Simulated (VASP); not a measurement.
Tl2Te2O: relaxation of cell and atoms with PBE+D3(BJ)

Crystal: Tl2Te2O.

```xyz
5
Lattice="3.7593 0.0000 0.0000 -1.8796 3.2556 0.0000 0.0000 0.0000 10.1130" Properties=species:S:1:pos:R:3 pbc="T T T"
Tl    1.8796    1.0852    1.4102
Tl    0.0000    2.1704    8.7028
Te    0.0000    2.1704    3.9853
Te    1.8796    1.0852    6.1276
O     0.0000    0.0000    0.0000
```

```
Program                : VASP 6.6.1
Task                   : relaxation of cell and atoms
Functional             : PBE
Dispersion             : D3(BJ)
Potentials or basis    : VASP PAW PBE potentials, release 64 (Tl_d, Te, O)
Cutoff                 : 600 eV
k mesh                 : 12 × 12 × 4
Occupations            : gaussian, width 0.1 eV
Spin                   : no spin polarisation
Dipole correction      : no
Further INCAR settings : ALGO = Fast; EDIFF = 1e-06; IBRION = 2; EDIFFG = -0.01; NSW = 100; ISIF = 3
```

The relaxed volume is 25.29 Å³/atom. The relaxed cell is a = 3.664 Å, b = 3.664 Å, c = 10.875 Å, α = 90.00°, β = 90.00°, γ = 120.00°. The space group after relaxing (to 0.1 Å) is P-3m1 (No. 164). The energy gained by relaxing is 7.0 meV/atom. The ionic steps are 18, the pressure after relaxing is 0.0 GPa and the largest force after relaxing is 0.009 eV/Å. The band gap on the k mesh is zero (bands 22 and 23 overlap by 1.91 eV) and the dispersion energy per atom is -0.346 eV.

Forces in eV/Å, atoms in the order of the input:
```
Tl   0.000  0.000  0.009
Tl   0.000  0.000 -0.009
Te   0.000  0.000 -0.003
Te   0.000  0.000  0.003
O    0.000  0.000  0.000
```

The path:
| step | energy change (eV) | largest force (eV/Å) | pressure (GPa) | volume (Å³) |
| --- | --- | --- | --- | --- |
| 1 | 0.0000 | 0.0725 | -0.02 | 123.77 |
| 2 | -0.0054 | 0.0855 | 0.02 | 123.71 |
| 3 | -0.0172 | 0.1282 | 0.16 | 123.47 |
| 4 | -0.0225 | 0.2004 | 0.53 | 122.85 |
| 5 | -0.0268 | 0.1909 | 0.28 | 123.73 |
| 6 | -0.0299 | 0.1720 | -0.03 | 124.96 |
| 7 | -0.0302 | 0.1632 | -0.16 | 125.44 |
| 8 | -0.0333 | 0.0436 | 0.13 | 125.42 |
| 9 | -0.0335 | 0.0374 | 0.21 | 125.41 |
| 10 | -0.0344 | 0.0387 | 0.05 | 125.98 |
| 11 | -0.0346 | 0.0391 | -0.05 | 126.39 |
| 12 | -0.0346 | 0.0387 | -0.07 | 126.47 |
| 13 | -0.0349 | 0.0230 | -0.01 | 126.41 |
| 14 | -0.0349 | 0.0255 | 0.01 | 126.39 |
| 15 | -0.0349 | 0.0306 | 0.05 | 126.35 |
| 16 | -0.0349 | 0.0280 | 0.02 | 126.37 |
| 17 | -0.0349 | 0.0295 | 0.04 | 126.36 |
| 18 | -0.0350 | 0.0094 | -0.02 | 126.47 |

Final structure:
```
CELL_PARAMETERS angstrom
3.66441 0.00000 0.00000
-1.83220 3.17347 0.00000
0.00000 0.00000 10.87516
ATOMIC_POSITIONS crystal
Tl 0.66667 0.33333 0.13501
Tl 0.33333 0.66667 0.86499
Te 0.33333 0.66667 0.40172
Te 0.66667 0.33333 0.59828
O 0.00000 0.00000 0.00000
```

Levels at points of the mesh, in eV from the Fermi level:
```tsv
k point	band 18	band 19	band 20	band 21	band 22	band 23	band 24	band 25	band 26
(0.00, 0.00, 0.00)	-2.06	-1.53	-0.29	-0.29	1.50	1.50	1.70	2.47	5.06
(0.50, 0.00, 0.00)	-3.23	-2.58	-2.17	-2.15	-1.07	0.34	0.85	1.57	2.59
(0.00, 0.00, 0.50)	-2.06	-0.41	-0.28	-0.28	-0.09	1.50	1.50	3.44	5.74
(0.50, 0.00, 0.50)	-3.53	-2.54	-2.21	-0.98	-0.84	-0.41	0.88	0.90	2.76
```

Run time: 28 min on 1 thread of Oxide Virtual Turin-like Processor, with other jobs on the host, peak memory 0.45 GiB.

Caveat: spin-orbit coupling is left out, which moves the levels of the heavy elements.
